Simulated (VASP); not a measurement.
Write the native input for VASP 6.6.1 that does the following.

| Quantity | Value |
| --- | --- |
| Task | relaxation of cell and atoms |
| Functional | PBE |
| Potentials or basis | VASP PAW PBE potentials, release 64 (Bi_d, C) |
| Cutoff | 600 eV |
| k mesh | 6 × 6 × 2 |
| Occupations | gaussian, width 0.1 eV |
| Spin | no spin polarisation |
| Dipole correction | no |
| Further INCAR settings | ALGO = Normal; EDIFF = 1e-06; IBRION = 2; EDIFFG = -0.04; NSW = 90; ISIF = 3 |

The structure of Bi2C lies in POSCAR:

```
Bi2C
1.0
    3.3777314871      0.0000000000      0.0000000000
   -1.6888657436      2.9252012750      0.0000000000
    0.0000000000      0.0000000000     13.1379903805
Bi C
4 2
Direct
    0.3333333333      0.6666666667      0.6275000000
    0.6666666667      0.3333333333      0.1275000000
    0.3333333333      0.6666666667      0.8725000000
    0.6666666667      0.3333333333      0.3725000000
    0.3333333333      0.6666666667      0.2500000000
    0.6666666667      0.3333333333      0.7500000000
```

One way to write it, as run:

INCAR

```
SYSTEM = Bi2C
  PREC = Accurate
  ENCUT = 600
  EDIFF = 1E-6
  ISMEAR = 0
  SIGMA = 0.1
  LREAL = .False.
  LASPH = .True.
  NELM = 100
  ALGO = Normal
  ISIF = 3
  LWAVE = .False.
  LCHARG = .False.
  GGA = PE
  IBRION = 2
  NSW = 90
  EDIFFG = -0.04
```

KPOINTS

```
regular mesh
0
Gamma
  6 6 2
  0 0 0
```

Potentials or basis: VASP PAW PBE potentials, release 64 (Bi_d, C).

Run with:

```sh
$ cat potpaw_PBE.64/Bi_d/POTCAR potpaw_PBE.64/C/POTCAR > POTCAR
$ mpirun -np 1 vasp_std > vasp.out
```

Results of the run:

```yaml
Relaxed_volume: 22.58 Å³/atom
Relaxed_cell: a = 3.536 Å, b = 3.536 Å, c = 12.517 Å, α = 90.00°, β = 90.00°, γ = 120.00°
Space_group_after_relaxing_to_0.05_Å: P6_3/mmc (No. 194)
Energy_gained_by_relaxing: 60.8 meV/atom
Ionic_steps: 10
Pressure_after_relaxing: 0.0 GPa
Largest_force_after_relaxing: 0.007 eV/Å
Band_gap_on_the_k_mesh: zero (band 34 reaches 9.74 eV, above the bottom of band 35 at 7.40 eV)
```

Caveat: spin-orbit coupling is left out, which moves the levels of the heavy elements; this functional lacks dispersion, which binds the layers, so the pressure and a relaxed spacing across them are unreliable.

Run time: 15 min on 1 thread of Oxide Virtual Turin-like Processor (shared host), peak memory 0.29 GiB.
